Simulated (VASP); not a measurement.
# AlN (Pm) in VASP: single point with LDA

Aim: the single point of AlN with LDA.

Program: VASP 6.6.1. These are calculated values, not measurements. Logs are shortened: lines on timing, memory, paths and dates and some standing lists are left out, and cuts for length are marked.

### Step 1. The cell of the first run

The structure is monoclinic, space group Pm (No. 6). Conventional cell: a = 3.276 Å, b = 4.101 Å, c = 5.674 Å, α = 90.00°, β = 90.00°, γ = 90.00°. Within 2.4 Å of Al (site symmetry m) lie 5 N at 1.78 to 2.05 Å. Al (site symmetry m) has 5 N at 1.89 to 2.05 Å within 2.5 Å. Within 2.5 Å of Al (site symmetry m) lie 5 N at 1.89 to 2.05 Å. Within 2.5 Å of Al (site symmetry m) lie 5 N at 1.89 to 2.05 Å. N (site symmetry m) has 5 Al at 1.89 to 2.05 Å within 2.5 Å. Within 2.5 Å of N (site symmetry m) lie 5 Al at 1.89 to 2.05 Å. Within 2.4 Å of N (site symmetry m) lie 5 Al at 1.78 to 2.05 Å. N (site symmetry m) has 5 Al at 1.89 to 2.05 Å within 2.5 Å.

### Step 2. Single point, LDA (atom 1 (Al) moved by +0.124 Å along [1 0 0] and +0.000 Å along [1 2 0])

Contents of INCAR:

```
SYSTEM = AlN
PREC = Accurate
ENCUT = 520
EDIFF = 1E-6
ISMEAR = 0
SIGMA = 0.05
LREAL = .FALSE.
LASPH = .TRUE.
NELM = 80
ALGO = Normal
ISIF = 2
LWAVE = .FALSE.
LCHARG = .FALSE.
GGA = CA
NBANDS = 26
```

Contents of KPOINTS:

```
regular mesh
0
G
  8 6 4
  0 0 0
```

Contents of POSCAR:

```
AlN
1.0
   -1.6378403119      2.8368226349      0.0000000000
    0.0000000000      0.0000000000      4.1006264518
    4.9135209358      2.8368226349      0.0000000000
Al N
4 4
Direct
    0.4810726359      0.7500000000      0.1855940308
    1.0000000000      0.7500000000      0.6666666667
    0.0000000000      0.2500000000      0.3333333333
    0.5000000000      0.2500000000      0.8333333333
    0.5000000000      0.2500000000      0.1666666667
    1.0000000000      0.2500000000      0.6666666667
    0.0000000000      0.7500000000      0.3333333333
    0.5000000000      0.7500000000      0.8333333333
```

Potentials or basis: VASP PAW LDA potentials, release 64 (Al, N).

The run is started by

```bash
> cat potpaw_LDA.64/Al/POTCAR potpaw_LDA.64/N/POTCAR > POTCAR
> mpirun -np 1 vasp_std > vasp.out
```

OUTCAR:

```text
SYSTEM = AlN
   PREC = Accurate
   ENCUT = 520
   EDIFF = 1E-6
   ISMEAR = 0
   LREAL = .FALSE.
   LASPH = .TRUE.
   NELM = 80
   ISIF = 2
   GGA = CA

 ion  position               nearest neighbor table
   1  0.481  0.750  0.186-   7 1.78   7 1.90   8 2.00   5 2.05   5 2.05   3 2.72   3 2.72   3 2.79
                             3 2.79   4 2.86   4 2.86   2 3.15   2 3.22   2 3.34
   2  0.000  0.750  0.667-   8 1.89   8 1.89   7 1.89   6 2.05   6 2.05   4 2.79   4 2.79   4 2.79
                             4 2.79   3 2.79   3 2.79   1 3.15   1 3.22   1 3.34
   3  0.000  0.250  0.333-   5 1.89   5 1.89   6 1.89   7 2.05   7 2.05   1 2.72   1 2.72   2 2.79
                             2 2.79   1 2.79   1 2.79   4 3.28   4 3.28   4 3.28   4 3.28
   4  0.500  0.250  0.833-   6 1.89   6 1.89   5 1.89   8 2.05   8 2.05   2 2.79   2 2.79   2 2.79
                             2 2.79   1 2.86   1 2.86   3 3.28   3 3.28   3 3.28   3 3.28
   5  0.500  0.250  0.167-   3 1.89   3 1.89   4 1.89   1 2.05   1 2.05
   6  0.000  0.250  0.667-   4 1.89   4 1.89   3 1.89   2 2.05   2 2.05
   7  0.000  0.750  0.333-   1 1.78   2 1.89   1 1.90   3 2.05   3 2.05
   8  0.500  0.750  0.833-   2 1.89   2 1.89   1 2.00   4 2.05   4 2.05

  LATTYP: Found a simple orthorhombic cell.
 ALAT       =     3.2756806238
 B/A-ratio  =     1.2518395176
 C/A-ratio  =     1.7320508076

  Lattice vectors:

 A1 = (  -1.6378403119,   2.8368226349,   0.0000000000)
 A2 = (   0.0000000000,   0.0000000000,   4.1006264518)
 A3 = (   4.9135209358,   2.8368226349,   0.0000000000)

Analysis of symmetry for initial positions (statically):
=====================================================================
 Subroutine PRICEL returns:
 Original cell was already a primitive cell.

 Routine SETGRP: Setting up the symmetry group for a
 simple orthorhombic supercell.

 Subroutine GETGRP returns: Found  2 space group operations
 (whereof  1 operations were pure point group operations)
 out of a pool of  8 trial point group operations.

The static configuration has the point symmetry C_1 .
 The point group associated with its full space group is C_1h.

Analysis of symmetry for dynamics (positions and initial velocities):
=====================================================================
 Subroutine PRICEL returns:
 Original cell was already a primitive cell.

 Routine SETGRP: Setting up the symmetry group for a
 simple orthorhombic supercell.

 Subroutine GETGRP returns: Found  2 space group operations
 (whereof  1 operations were pure point group operations)
 out of a pool of  8 trial point group operations.

The dynamic configuration has the point symmetry C_1 .
 The point group associated with its full space group is C_1h.

 Subroutine INISYM returns: Found  2 space group operations
 (whereof  1 operations are pure point group operations),
 and found     1 'primitive' translations

----------------------------------------------------------------------------------------

                                     Primitive cell

  volume of cell :      76.2103

  direct lattice vectors                    reciprocal lattice vectors
    -1.637840312  2.836822635  0.000000000    -0.152640033  0.264380293  0.000000000
     0.000000000  0.000000000  4.100626452     0.000000000  0.000000000  0.243865178
     4.913520936  2.836822635  0.000000000     0.152640033  0.088126764  0.000000000

  length of vectors
     3.275680624  4.100626452  5.673645270     0.305280067  0.243865178  0.176253529

  position of ions in fractional coordinates (direct lattice)
     0.481072636  0.750000000  0.185594031
     0.000000000  0.750000000  0.666666667
     0.000000000  0.250000000  0.333333333
     0.500000000  0.250000000  0.833333333
     0.500000000  0.250000000  0.166666667
     0.000000000  0.250000000  0.666666667
     0.000000000  0.750000000  0.333333333
     0.500000000  0.750000000  0.833333333

  ion indices of the primitive-cell ions
   primitive index   ion index
                 1           1
                 2           2
                 3           3
                 4           4
                 5           5
                 6           6
                 7           7
                 8           8

----------------------------------------------------------------------------------------

 KPOINTS: regular mesh

Automatic generation of k-mesh.
 Grid dimensions read from file:
 generate k-points for:    8    6    4

 Generating k-lattice:

  Cartesian coordinates                     Fractional coordinates (reciprocal lattice)
    -0.019080004  0.033047537  0.000000000     0.125000000  0.000000000  0.000000000
     0.000000000  0.000000000  0.040644196     0.000000000  0.166666667  0.000000000
     0.038160008  0.022031691  0.000000000     0.000000000  0.000000000  0.250000000

  Length of vectors
     0.038160008  0.040644196  0.044063382

  Shift w.r.t. Gamma in fractional coordinates (k-lattice)
     0.000000000  0.000000000  0.000000000

 Subroutine IBZKPT returns following result:
 ===========================================

 Found     72 irreducible k-points:

 Following reciprocal coordinates:
            Coordinates               Weight
  0.000000  0.000000  0.000000      1.000000
  0.125000  0.000000  0.000000      2.000000
  0.250000  0.000000  0.000000      2.000000
  0.375000  0.000000  0.000000      2.000000
  0.500000  0.000000  0.000000      1.000000
  0.000000  0.166667  0.000000      2.000000
[... 16 lines left out ...]
  0.125000  0.000000 -0.250000      2.000000
  0.250000  0.000000  0.250000      2.000000
 [... further k-points ...]
   k-points           NKPTS =     72   k-points in BZ     NKDIM =     72   number of bands    NBANDS=     26
   number of dos      NEDOS =    301   number of ions     NIONS =      8
   total plane-waves  NPLWV =  30240
   dimension x,y,z NGX =    24 NGY =   30 NGZ =   42
   dimension x,y,z NGXF=    48 NGYF=   60 NGZF=   84
   ions per type =               4   4
   NGX,Y,Z   is equivalent  to a cutoff of  12.18, 12.16, 12.31 a.u.
   NGXF,Y,Z  is equivalent  to a cutoff of  24.36, 24.32, 24.61 a.u.
 SYSTEM =  AlN
   PREC   = accura    normal or accurate (medium, high low for compatibility)
   ISTART =      0    job   : 0-new  1-cont  2-samecut
   ICHARG =      2    charge: 1-file 2-atom 10-const
   ISPIN  =      1    spin polarized calculation?
   LNONCOLLINEAR =      F non collinear calculations
   LSORBIT =      F    spin-orbit coupling
   LASPH  =      T    aspherical Exc in radial PAW
   ENCUT  =  520.0 eV  38.22 Ry    6.18 a.u.   6.09  7.62 10.55*2*pi/ulx,y,z
   NELM   =     80;   NELMIN=  2; NELMDL= -5     # of ELM steps
   EDIFF  = 0.1E-05   stopping-criterion for ELM
   LREAL  =      F    real-space projection
   EDIFFG = 0.1E-04   stopping-criterion for IOM
   NSW    =      0    number of steps for IOM
   IBRION =     -1    ionic relax: 0-MD 1-quasi-New 2-CG
   NFREE  =      0    steps in history (QN), initial steepest desc. (CG)
   ISIF   =      2    stress and relaxation
   ISYM   =      2    0-nonsym 1-usesym 2-fastsym
   POTIM  = 0.5000    time-step for ionic-motion
   TEBEG  =    0.0;   TEEND  =   0.0 temperature during run
   PSTRESS=    0.0 pullay stress
   NELECT =      32.0000    total number of electrons
   NUPDOWN=      -1.0000    fix difference up-down
   EMIN   =  10.00;   EMAX   =-10.00  energy-range for DOS
   EFERMI =   0.00;   METHOD = LEGACY
   ISMEAR =     0;   SIGMA  =   0.05  broadening in eV -4-tet -1-fermi 0-gaus
   EFERMI_NEDOS =   21; number of points for ismear=-14 and -15
   IALGO  =     38    algorithm
   IMIX   =      4    mixing-type and parameters
     AMIX     =   0.40;   BMIX     =  1.00
     AMIX_MAG =   1.60;   BMIX_MAG =  1.00
  volume/ion in A,a.u.               =       9.53        64.29
  Fermi-wavevector in a.u.,A,eV,Ry     =   1.225896  2.316607 20.447110  1.502820
  Thomas-Fermi vector in A             =   2.360917
   LORBIT       =      0    0 simple, 1 ext, 2 COOP (PROOUT), +10 PAW based schemes
   GGA     = CA    functional components
   LHFCALC =     F    Hartree Fock is set to
   AEXX    =    0.0000 exact exchange contribution
   IVDW    =     0    specifies the selected vdW correction
   LEPSILON=     F    determine dielectric tensor
   LRPA    =     F    only Hartree local field effects (RPA)
 non-spin polarized calculation
 Gauss-broadening in eV      SIGMA  =   0.05
  energy-cutoff  :      520.00
  volume of cell :       76.21
 maximum number of plane-waves:      2088
   NGX = 13   NGY = 15   NGZ = 21

 number of electron      32.0000003 magnetization

 Free energy of the ion-electron system (eV)
  ---------------------------------------------------
  ext. energy  EPLUGINS =         0.00000000
  ---------------------------------------------------
  free energy    TOTEN  =       -64.79489151 eV

  energy without entropy =      -64.79489151  energy(sigma->0) =      -64.79489151

 E-fermi :   8.3831     XC(G=0): -11.6772

 val. band max:        8.1402142778   @ k =   0.0000   0.0000   0.0000
 cond. band min:      11.6573707354   @ k =   0.0000   0.0000   0.0000
 fundamental gap:      3.5171564575
 Fermi energy:         8.3830857324

 k-point     1 :       0.0000    0.0000    0.0000
  band No.  band energies     occupation
      1      -8.8305      2.00000
      2      -6.8264      2.00000
      3      -5.5752      2.00000
      4      -4.7424      2.00000
      5       1.0028      2.00000
      6       1.5256      2.00000
[... 18 lines left out ...]
     25      17.8399      0.00000
     26      19.3579      0.00000

 k-point     2 :       0.1250    0.0000    0.0000
  band No.  band energies     occupation
      1      -8.6898      2.00000
      2      -6.7110      2.00000
      3      -5.6197      2.00000
      4      -4.7446      2.00000
      5       1.1501      2.00000
      6       1.4489      2.00000
[... 18 lines left out ...]
     25      18.4150      0.00000
     26      19.0405      0.00000

 k-point     3 :       0.2500    0.0000    0.0000
  band No.  band energies     occupation
      1      -8.2840      2.00000
      2      -6.3859      2.00000
      3      -5.8098      2.00000
      4      -4.7938      2.00000
      5       1.2153      2.00000
      6       1.5809      2.00000
[... 18 lines left out ...]
     25      17.8517      0.00000
     26      18.6197      0.00000

 k-point     4 :       0.3750    0.0000    0.0000
  band No.  band energies     occupation
      1      -7.6705      2.00000
      2      -6.2443      2.00000
      3      -5.9178      2.00000
      4      -4.9822      2.00000
      5       1.1525      2.00000
      6       2.2554      2.00000
[... 18 lines left out ...]
     25      18.2162      0.00000
     26      19.1018      0.00000
[... 496 lines left out ...]
      1      -8.5169      2.00000
      2      -7.2033      2.00000
      3      -5.3083      2.00000
      4      -4.7262      2.00000
      5       1.3337      2.00000
      6       1.8506      2.00000
[... 18 lines left out ...]
     25      17.9765      0.00000
     26      18.5794      0.00000

 k-point    23 :       0.1250    0.0000   -0.2500
  band No.  band energies     occupation
      1      -8.5153      2.00000
      2      -7.2077      2.00000
      3      -5.3027      2.00000
      4      -4.7280      2.00000
      5       1.3356      2.00000
      6       1.8364      2.00000
[... 18 lines left out ...]
     25      17.9902      0.00000
     26      18.6153      0.00000

 k-point    24 :       0.2500    0.0000    0.2500
  band No.  band energies     occupation
      1      -8.1249      2.00000
      2      -6.8914      2.00000
      3      -5.4593      2.00000
      4      -4.8116      2.00000
      5       1.5886      2.00000
      6       1.7538      2.00000
[... 18 lines left out ...]
     25      18.2104      0.00000
     26      18.2971      0.00000

 [... further k-points ...]

------------------------ aborting loop because EDIFF is reached ----------------------------------------

  FORCE on cell =-STRESS in cart. coord.  units (eV):
  Direction    XX          YY          ZZ          XY          YZ          ZX
  --------------------------------------------------------------------------------------
  -------------------------------------------------------------------------------------
  Total        1.0291701      0.6591576      0.2414565     -1.6002098      0.0000000      0.0000000
  in kB       21.6363393     13.8575316      5.0761628    -33.6413627      0.0000000      0.0000000
  external PRESSURE =      13.5233446 kB  Pullay stress =       0.0000000 kB

 VOLUME and BASIS-vectors are now :
 -----------------------------------------------------------------------------
  energy-cutoff  :      520.00
  volume of cell :       76.21
      direct lattice vectors                 reciprocal lattice vectors
    -1.637840312  2.836822635  0.000000000    -0.152640033  0.264380293  0.000000000
     0.000000000  0.000000000  4.100626452     0.000000000  0.000000000  0.243865178
     4.913520936  2.836822635  0.000000000     0.152640033  0.088126764  0.000000000

 POSITION                                       TOTAL-FORCE (eV/Angst)
 -----------------------------------------------------------------------------------
      0.12400      1.89122      3.07547        -2.779280      0.193435      0.000000
      3.27568      1.89122      3.07547         0.506744      0.259571      0.000000
      1.63784      0.94561      1.02516         0.114912     -0.128218      0.000000
      3.27568      3.78243      1.02516         0.093251      0.094119      0.000000
      0.00000      1.89122      1.02516         0.504606      0.132931      0.000000
      3.27568      1.89122      1.02516        -0.208425     -0.129913      0.000000
      1.63784      0.94561      3.07547         1.259901     -0.605878      0.000000
      3.27568      3.78243      3.07547         0.508290      0.183952      0.000000
 -----------------------------------------------------------------------------------
    total drift:                               -0.000330      0.000179     -0.000000

  FREE ENERGIE OF THE ION-ELECTRON SYSTEM (eV)
  ---------------------------------------------------
  free  energy   TOTEN  =       -64.7948915150 eV

  energy  without entropy=      -64.7948915150  energy(sigma->0) =      -64.79489151
```

It took 51 s on 1 thread of AMD EPYC 9R45 (Zen 5), shared host; peak memory 0.19 GiB.

Results:

```yaml
Free_energy: -64.7949 eV
Pressure: 1.4 GPa
Largest_force: 2.786 eV/Å
Band_gap_on_the_k_mesh: 3.52 eV
```

Forces on the atoms (eV/Å):
```
Al  -2.779  0.193  0.000
Al   0.507  0.260  0.000
Al   0.115 -0.128  0.000
Al   0.093  0.094  0.000
N    0.505  0.133  0.000
N   -0.208 -0.130  0.000
N    1.260 -0.606  0.000
N    0.508  0.184  0.000
```

Levels at points of the mesh, in eV from the valence-band top:
```
           k point  band 14  band 15  band 16  band 17  band 18  band 19
(0.00, 0.00, 0.00)    -1.58    -1.31     0.00     3.52     3.90     4.59
(0.50, 0.00, 0.00)    -2.71    -2.18    -2.06     5.48     5.65     5.83
(0.00, 0.50, 0.00)    -2.43    -1.79    -1.76     5.10     5.16     5.86
(0.50, 0.50, 0.00)    -1.08    -0.97    -0.88     5.95     5.99     6.30
(0.00, 0.00, 0.50)    -1.30    -1.24    -1.02     4.65     4.95     6.39
(0.50, 0.00, 0.50)    -2.97    -1.45    -1.30     3.67     3.97     6.97
(0.00, 0.50, 0.50)    -2.02    -1.77    -1.75     5.12     5.38     5.49
(0.50, 0.50, 0.50)    -1.86    -1.65    -1.61     4.88     5.00     5.23
```

Caveat: the cell differs from its parent crystal (atom 1 (Al) moved by +0.124 Å along [1 0 0] and +0.000 Å along [1 2 0]); forces of over 1 eV/Å act on the atoms, so gaps and moduli don't describe the material at rest.
